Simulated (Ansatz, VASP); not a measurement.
## Si in VASP and in Ansatz

```
CELL_PARAMETERS angstrom
0.00000 2.73499 2.73499
2.73499 0.00000 2.73499
2.73499 2.73499 0.00000
ATOMIC_POSITIONS crystal
Si 0.00000 0.00000 0.00000
Si 0.25000 0.25000 0.25000
```

Alike in both runs: task single point; functional PBE; k mesh 8 × 8 × 8; occupations gaussian, width 0.02 eV; no spin polarisation.

|  | VASP | Ansatz |
| --- | --- | --- |
| version | VASP 6.6.1 | Ansatz 0.2.0 |
| potentials or method | VASP PAW PBE potentials, release 64 (Si), cutoff 500 eV | scalar-relativistic, plane waves, PAW |
| valence electrons in the cell | 8 | 8 |

VASP gave:

```
gap on the k mesh at the Fermi level (eV) : 0.65
least direct gap on the mesh (eV)         : 2.56
pressure (GPa)                            : -0.1
```

**Question.** Estimate Ansatz's values.

**Answer.** gap on the k mesh at the Fermi level (eV): 0.65; least direct gap on the mesh (eV): 2.55; pressure (GPa): 0.0.

The functional is the same, so the differences come from potentials, cutoffs and numerics.
